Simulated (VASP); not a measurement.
InAs3:

```
In As
1.0
     3.75309    0.00000    0.00000
    -1.87654    3.25027    0.00000
     0.00000    0.00000    8.38810
In As
1 3
Direct
  0.00000 0.00000 0.50000
  0.00000 0.00000 0.72444
  0.00000 0.00000 0.27556
  0.00000 0.00000 0.00000
```

The cell was built from a structure type or drawn by symmetry, and may not be a known phase.

```yaml
Program: VASP 6.6.1
Task: relaxation of cell and atoms
Functional: PBE
Potentials_or_basis: VASP PAW PBE potentials, release 64 (In_d, As)
Cutoff: 600 eV
k_mesh: 6 × 6 × 2
Occupations: gaussian, width 0.1 eV
Spin: no spin polarisation
```

At the start: pressure 42.1 GPa; volume 25.58 Å³/atom.

Q: How do energy, volume and symmetry change on relaxing?

A: Over 26 steps the energy falls by 2841.4 meV/atom and the volume is 21.72 Å³/atom (-15.1 %); space group P6/mmm (No. 191, to 0.1 Å) before and after.

Step by step:
```tsv
step	energy change (eV)	largest force (eV/Å)	pressure (GPa)	volume (Å³)
1	0.0000	18.9721	42.08	102.32
2	-7.0566	0.9425	-7.36	202.74
3	-7.2780	0.9481	-7.01	195.63
4	-7.4200	0.9686	-6.84	190.23
5	-8.6133	0.6346	-6.09	150.81
6	-9.2523	0.8718	-0.06	126.51
7	-9.2227	0.4875	-2.51	132.47
8	-9.2594	0.6951	-1.35	129.43
9	-9.2615	0.7326	-1.12	128.89
10	-9.4268	0.5347	-3.11	125.42
11	-10.0418	0.6264	-6.47	115.88
12	-11.1271	0.2921	-4.52	96.09
13	-11.0679	0.0681	-6.22	99.94
14	-11.1245	0.2149	-5.23	97.50
15	-11.1919	0.2941	-2.77	92.50
16	-11.1920	0.2953	-2.65	92.31
17	-11.2701	0.1807	-1.90	90.56
18	-11.3475	0.0401	-0.46	87.63
19	-11.1924	0.6913	5.21	81.82
20	-11.3578	0.1250	0.19	86.64
21	-11.3586	0.1627	0.49	86.25
22	-11.3586	0.1509	0.40	86.37
23	-11.3607	0.1430	0.15	86.66
24	-11.3621	0.1278	-0.30	87.22
25	-11.3635	0.0959	-0.28	87.14
26	-11.3654	0.0017	-0.17	86.89
```

Final structure:
```
In As
1.0
     2.99606    0.00000    0.00000
    -1.49803    2.59466    0.00000
     0.00000    0.00000   11.17750
In As
1 3
Direct
  0.00000 0.00000 0.50000
  0.00000 0.00000 0.76071
  0.00000 0.00000 0.23929
  0.00000 0.00000 0.00000
```

Caveat: the k points lie up to 0.40 Å⁻¹ apart in the final cell, too coarse for converged energies and pressures of a metal; the volume moved by over 15 % at a fixed basis, so the end points are rough.
